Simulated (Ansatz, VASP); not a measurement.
## BiSbSe in VASP and in Ansatz

INCAR

```
SYSTEM = BiSbSe
PREC = Accurate
ENCUT = 520
EDIFF = 1E-7
ISMEAR = -1
SIGMA = 0.05
LREAL = .FALSE.
LASPH = .TRUE.
NELM = 100
ALGO = Normal
ISIF = 2
LWAVE = .FALSE.
LCHARG = .FALSE.
GGA = PE
NBANDS = 20
```

The input KPOINTS:

```
Automatic mesh
0
G
  7 7 6
  0 0 0
```

File POSCAR:

```
BiSbSe
1.0
    4.7842882574      0.0000000000      0.0000000000
   -2.3921441337      4.1433151680      0.0000000000
    0.0000000000      0.0000000000      4.6708426053
Sb Bi Se
1 1 1
Direct
    0.6666666700      0.3333333300      0.5000000000
    0.0000000000      0.0000000000      0.0000000000
    0.3333333300      0.6666666700      0.5000000000
```

Contents of input.yaml:

```yaml
crystal:
  lattice:
    - [4.7842882574, 0.0, 0.0]
    - [-2.3921441337, 4.143315168, 0.0]
    - [0.0, 0.0, 4.6708426053]
  atoms:
    - { symbol: Sb, position: [0.66666667, 0.33333333, 0.5] }
    - { symbol: Bi, position: [0.0, 0.0, 0.0] }
    - { symbol: Se, position: [0.33333333, 0.66666667, 0.5] }
kpoints:
  mp_grid: { grid: [7, 7, 6] }
scf:
  occupations: { method: fermi_dirac, width: 0.05 }
hamiltonian:
  xc: pbe
  pseudopotentials: { kind: all_electron, lapw: { basis_error: 0.001 } }
output:
  forces: true
  stress: true
  eigenvalues: true
```

Change from the starting cell: volume scaled by 0.98.

Alike in both runs: task single point; functional PBE; k mesh 7 × 7 × 6; occupations fermi-dirac, width 0.05 eV; no spin polarisation.

|  | VASP | Ansatz |
| --- | --- | --- |
| version | VASP 6.6.1 | Ansatz 0.2.0 |
| potentials or method | VASP PAW PBE potentials, release 64 (Sb, Bi_d, Se), cutoff 520 eV | all-electron LAPW, scalar-relativistic |

|  | VASP | Ansatz | Ansatz less VASP |
| --- | --- | --- | --- |
| gap on the k mesh at the Fermi level (eV) | none | none | - |
| pressure (GPa) | -0.3 | -0.3 | +0.06 |
| traceless stress, the component that is largest in VASP (GPa) | -4.97 | -4.98 | -0.012 |

A gap of «none» marks a metal or a gap that the smearing closes. Ansatz ran all-electron here, and VASP with PAW potentials.

Neither program's run includes spin-orbit coupling.
